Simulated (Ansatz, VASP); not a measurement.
GaN: VASP beside Ansatz

File INCAR:

```
SYSTEM = GaN
  PREC = Accurate
  ENCUT = 910
  EDIFF = 1E-6
  ISMEAR = 0
  SIGMA = 0.05
  LREAL = .False.
  LASPH = .True.
  NELM = 120
  ALGO = Normal
  ISIF = 2
  LWAVE = .False.
  LCHARG = .False.
  NBANDS = 26
  GGA_COMPAT = .False.
```

KPOINTS

```
Automatic mesh
0
Gamma
  12 12 6
  0 0 0
```

Contents of POSCAR:

```
GaN
1.0
    2.9924942523      0.0000000000      0.0000000000
   -1.4962471262      2.5915760432      0.0000000000
    0.0000000000      0.0000000000      5.8336705502
Ga N
2 2
Direct
    0.3333333333      0.6666666667      0.0000000000
    0.6666666667      0.3333333333      0.5000000000
    0.3333333333      0.6666666667      0.3750000000
    0.6666666667      0.3333333333      0.8750000000
```

Input for Ansatz:

```yaml
crystal:
  lattice:
    - [2.9924942523, 0.0, 0.0]
    - [-1.4962471262, 2.5915760432, 0.0]
    - [0.0, 0.0, 5.8336705502]
  atoms:
    - { symbol: Ga, position: [0.3333333333, 0.6666666667, 0.0] }
    - { symbol: Ga, position: [0.6666666667, 0.3333333333, 0.5] }
    - { symbol: "N", position: [0.3333333333, 0.6666666667, 0.375] }
    - { symbol: "N", position: [0.6666666667, 0.3333333333, 0.875] }
basis:
  ecutwfc: 420
kpoints:
  mp_grid: { grid: [12, 12, 6] }
hamiltonian:
  xc: lda
scf:
  occupations: { method: gaussian, width: 0.05 }
output:
  forces: true
  stress: true
  eigenvalues: true
  write_density: true
  write_potential: true
  elf: true
  volumetric_format: npy
```

Alike in both runs: task single point; functional LDA; k mesh 12 × 12 × 6; occupations gaussian, width 0.05 eV; no spin polarisation.

|  | VASP | Ansatz |
| --- | --- | --- |
| version | VASP 6.6.1 | Ansatz 0.2.0 |
| potentials or method | VASP PAW LDA potentials, release 64 (Ga_d, N_h), cutoff 910 eV | scalar-relativistic, plane waves, PAW |
| valence electrons in the cell | 36 | 36 |

|  | VASP | Ansatz | Ansatz less VASP |
| --- | --- | --- | --- |
| gap on the k mesh at the Fermi level (eV) | 0.61 | 0.62 | +0.004 |
| least direct gap on the mesh (eV) | 0.61 | 0.62 | +0.004 |
| rms of the force components (eV/Å) | 0.329 | 0.293 | -0.0358 |

LDA's correlation is that of Perdew and Zunger in VASP and of Perdew and Wang (1992) in Ansatz. Atom by atom the forces differ by 0.036 eV/Å (rms over components).

Noted on VASP's run: the cutoff is short for stress, so the pressure is rough.
